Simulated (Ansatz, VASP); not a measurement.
# One calculation of Mg4Ge3N, two programs

```
CELL_PARAMETERS angstrom
3.19842 0.00000 0.00000
-1.59921 2.76991 0.00000
0.00000 0.00000 15.78720
ATOMIC_POSITIONS crystal
Mg 0.66667 0.33333 0.93416
Mg 0.33333 0.66667 0.06584
Mg 0.66667 0.33333 0.64146
Mg 0.33333 0.66667 0.35854
Ge 0.00000 0.00000 0.50000
Ge 0.66667 0.33333 0.22082
Ge 0.33333 0.66667 0.77918
N 0.00000 0.00000 0.00000
```

Alike in both runs: functional PBE; k mesh 12 × 12 × 2; occupations gaussian, width 0.1 eV; no spin polarisation.

Ansatz relaxed the structure, and its values are those at the end. VASP's run is a single point on that final structure, the one shown.

|  | VASP | Ansatz |
| --- | --- | --- |
| version | VASP 6.6.1 | Ansatz 0.2.0 |
| potentials or method | VASP PAW PBE potentials, release 64 (Mg, Ge_d, N), cutoff 520 eV | scalar-relativistic, plane waves, PAW |
| valence electrons in the cell | 55 | 87 |

|  | VASP | Ansatz | Ansatz less VASP |
| --- | --- | --- | --- |
| gap on the k mesh at the Fermi level (eV) | none | none | - |
| pressure (GPa) | -0.2 | 0.0 | +0.17 |
| rms of the force components (eV/Å) | 0.010 | 0.000 | -0.0093 |

A gap of «none» marks a metal or a gap that the smearing closes. VASP's potentials hold 55 valence electrons a cell and Ansatz's 87, so a difference there can come from the potentials and not from the codes.
